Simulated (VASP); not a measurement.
A run of VASP 6.6.1 is set up as follows.

INCAR

```
PREC = Accurate
ENCUT = 520
EDIFF = 1E-6
ISMEAR = 0
SIGMA = 0.05
LREAL = F
LASPH = T
NELM = 80
ALGO = Normal
ISIF = 2
LWAVE = F
LCHARG = T
LELF = T
LVHAR = T
NBANDS = 11
```

KPOINTS

```
Automatic mesh
0
Gamma
  12 12 12
```

The input POSCAR:

```
C
1.0
    0.0000000000      1.9617400000      1.7834000000
    1.9617400000      0.0000000000      1.7834000000
    1.9617400000      1.9617400000      0.0000000000
C
2
Direct
    0.5000000000      0.5000000000      0.5000000000
    0.7500000000      0.7500000000      0.7500000000
```

Potentials or basis: VASP PAW LDA potentials, release 64 (C).

The run is started by

```bash
$ cat potpaw_LDA.64/C/POTCAR > POTCAR
$ mpirun -np 1 vasp_std > vasp.out
```

**Question.** Estimate the pressure.

**Answer.** -67.1 GPa.

**Question.** Predict the band gap on the k mesh.

**Answer.** 1.66 eV, indirect (least direct gap 3.63 eV).

Stress tensor (GPa, compression positive):
```
-88.42   0.00   0.00
  0.00 -88.42   0.00
  0.00   0.00 -24.41
```

Caveat: the cell differs from its parent crystal (strain +0.1000 x Voigt [1, 1, 0, 0, 0, 0]). A k mesh can miss the band edges.
